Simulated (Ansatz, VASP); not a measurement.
# Hf2NbN2: VASP beside Ansatz

```
CELL_PARAMETERS angstrom
4.69929 0.00000 0.00000
-2.34964 4.06970 0.00000
0.00000 0.00000 5.44527
ATOMIC_POSITIONS crystal
Hf 0.00000 0.00000 0.50000
Hf 0.33333 0.66667 0.50000
Nb 0.00000 0.00000 0.00000
N 0.33333 0.66667 0.88505
N 0.33333 0.66667 0.11495
```

Alike in both runs: functional PBE; k mesh 6 × 6 × 4; occupations gaussian, width 0.1 eV; no spin polarisation.

Ansatz relaxed the structure, and its values are those at the end. VASP's run is a single point on that final structure, the one shown.

|  | VASP | Ansatz |
| --- | --- | --- |
| version | VASP 6.6.1 | Ansatz 0.2.0 |
| potentials or method | VASP PAW PBE potentials, release 64 (Hf_pv, Nb_sv, N), cutoff 520 eV | scalar-relativistic, plane waves, PAW |
| valence electrons in the cell | 43 | 75 |

Ansatz gave:

| Property | Result |
| --- | --- |
| gap on the k mesh at the Fermi level (eV) | none |
| pressure (GPa) | 0.0 |
| rms of the force components (eV/Å) | 0.004 |

What did VASP give for the same quantities?

gap on the k mesh at the Fermi level (eV): none; pressure (GPa): -0.3; rms of the force components (eV/Å): 0.102.

A gap of «none» marks a metal or a gap that the smearing closes. VASP's potentials hold 43 valence electrons a cell and Ansatz's 75, so a difference there can come from the potentials and not from the codes.

Spin-orbit coupling is off throughout. Noted on VASP's run: the standard files for N, O and F lose accuracy on very short bonds.
